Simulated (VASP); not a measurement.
Wanted: the native input for a VASP 6.6.1 run.

| Property | Result |
| --- | --- |
| Task | dielectric tensor |
| Functional | PBE |
| Potentials or basis | VASP PAW PBE potentials, release 64 (Mg, I) |
| Cutoff | 520 eV |
| k mesh | 6 × 6 × 4 |
| Occupations | gaussian, width 0.01 eV |
| Spin | no spin polarisation |
| Dipole correction | no |
| Further INCAR settings | ALGO = Normal; EDIFF = 1e-08 |

The structure of MgI2 lies in POSCAR:

```
MgI2
1.0
    4.1566396118      0.0000000000      0.0000000000
   -2.0783198059      3.5997554982      0.0000000000
    0.0000000000      0.0000000000      6.8756215139
Mg I
1 2
Direct
    0.0000000000      0.0000000000      0.0000000000
    0.3333333333      0.6666666667      0.2425731935
    0.6666666667      0.3333333333      0.7574268065
```

The input as run:

INCAR

```
SYSTEM = MgI2
PREC     = Accurate       ! precision mode
ENCUT    = 520            ! plane-wave cutoff, eV
EDIFF    = 1E-8           ! SCF threshold, eV
ISMEAR   = 0              ! smearing method
SIGMA    = 0.01           ! smearing width, eV
LREAL    = .False.        ! projectors in reciprocal space
LASPH    = .True.         ! aspherical terms in the spheres
NELM     = 100            ! most SCF steps
ALGO     = Normal         ! electronic algorithm
ISIF     = 2              ! what is computed and relaxed
LWAVE    = .False.        ! write WAVECAR
LCHARG   = .False.        ! write CHGCAR
GGA      = PE             ! functional
LEPSILON = .True.         ! dielectric tensor by DFPT
```

KPOINTS

```
Automatic mesh
0
Gamma
  6 6 4
  0 0 0
```

Potentials or basis: VASP PAW PBE potentials, release 64 (Mg, I).

Run with:

```sh
$ cat potpaw_PBE.64/Mg/POTCAR potpaw_PBE.64/I/POTCAR > POTCAR
$ mpirun -np 1 vasp_std > vasp.out
```

Results of the run:

```json
{"Band gap on the k mesh": "3.51 eV, indirect (least direct gap 3.68 eV)", "Electronic dielectric tensor (diagonal)": "4.50, 4.50, 3.92", "Born charges (mean of the diagonal)": "Mg +2.20; I -1.10 e"}
```

Caveat: spin-orbit coupling is left out, which moves the levels of the heavy elements.

It took 3.5 min on 1 thread of AMD EPYC 9R45 96-Core Processor (Zen 5) (shared host), peak memory 0.34 GiB.
